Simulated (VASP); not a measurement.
Crystal: Fe.

```
CELL_PARAMETERS angstrom
2.55376 0.00000 0.00000
-1.27688 2.21162 0.00000
0.00000 0.00000 4.17029
ATOMIC_POSITIONS crystal
Fe 0.33333 0.66667 0.25000
Fe 0.66667 0.33333 0.75000
```

```yaml
Program: VASP 6.6.1
Task: relaxation of cell and atoms
Functional: RPBE
Potentials_or_basis: VASP PAW PBE potentials, release 64 (Fe)
Cutoff: 600 eV
k_mesh: 14 × 14 × 8
Occupations: fermi-dirac, width 0.1 eV
Spin: no spin polarisation
```

At the start: pressure -24.4 GPa; volume 11.78 Å³/atom.

Task: How do energy, volume and symmetry change on relaxing?

Result: Over 9 steps the energy falls by 126.6 meV/atom and the volume is 10.41 Å³/atom (-11.6 %); space group P6_3/mmc (No. 194, to 0.05 Å).

The path:
| step | energy change (eV) | largest force (eV/Å) | pressure (GPa) | volume (Å³) |
| --- | --- | --- | --- | --- |
| 1 | 0.0000 | 0.0000 | -24.43 | 23.55 |
| 2 | 0.1868 | 0.0000 | 56.27 | 17.94 |
| 3 | -0.2485 | 0.0000 | -0.56 | 20.86 |
| 4 | -0.2488 | 0.0000 | 0.38 | 20.79 |
| 5 | -0.2488 | 0.0000 | 1.05 | 20.74 |
| 6 | -0.2528 | 0.0000 | 0.53 | 20.77 |
| 7 | -0.2530 | 0.0000 | 0.67 | 20.77 |
| 8 | -0.2529 | 0.0000 | -0.81 | 20.88 |
| 9 | -0.2531 | 0.0000 | 0.07 | 20.82 |

Final structure:
```
Fe
1.0
     2.47731    0.00000    0.00000
    -1.23865    2.14541    0.00000
     0.00000    0.00000    3.91645
Fe
2
Direct
  0.33333 0.66667 0.25000
  0.66667 0.33333 0.75000
```

Caveat: the PAW data sets were made with another functional, which shifts forces and pressure a little; the run has no spin polarisation, though such a crystal can be magnetic.
